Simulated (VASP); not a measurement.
A run of VASP 6.6.1 is set up as follows.

INCAR

```
SYSTEM = Na2BrF
  PREC = Accurate
  ENCUT = 520
  EDIFF = 1E-7
  ISMEAR = 0
  SIGMA = 0.01
  LREAL = .False.
  LASPH = .True.
  NELM = 80
  ALGO = Normal
  ISIF = 2
  LWAVE = .False.
  LCHARG = .False.
  GGA = PE
  NBANDS = 22
```

The input KPOINTS:

```
regular mesh
0
Gamma
  6 6 6
  0 0 0
```

The input POSCAR:

```
Na2BrF
1.0
    1.9450924580      1.1229996542      6.4071645581
   -1.9450924580      1.1229996542      6.4071645581
    0.0000000000     -2.2459993085      6.4071645581
F Br Na
1 1 2
Direct
    1.0000000000      0.0000000000      0.0000000000
    0.5000000000      0.5000000000      0.5000000000
    0.2662509617      0.2662509617      0.2662509617
    0.7337490383      0.7337490383      0.7337490383
```

Potentials or basis: VASP PAW PBE potentials, release 64 (F, Br, Na_pv).

Command:

```console
$ cat potpaw_PBE.64/F/POTCAR potpaw_PBE.64/Br/POTCAR potpaw_PBE.64/Na_pv/POTCAR > POTCAR
$ mpirun -np 1 vasp_std > vasp.out
```

Q: What does it give for the largest force?

A: 0.064 eV/Å.

Q: Estimate the pressure.

A: -1.5 GPa.

Forces in eV/Å, atoms in the order of the input:
```
F    0.000  0.000  0.000
Br   0.000  0.000  0.000
Na   0.000  0.000 -0.064
Na   0.000  0.000  0.064
```
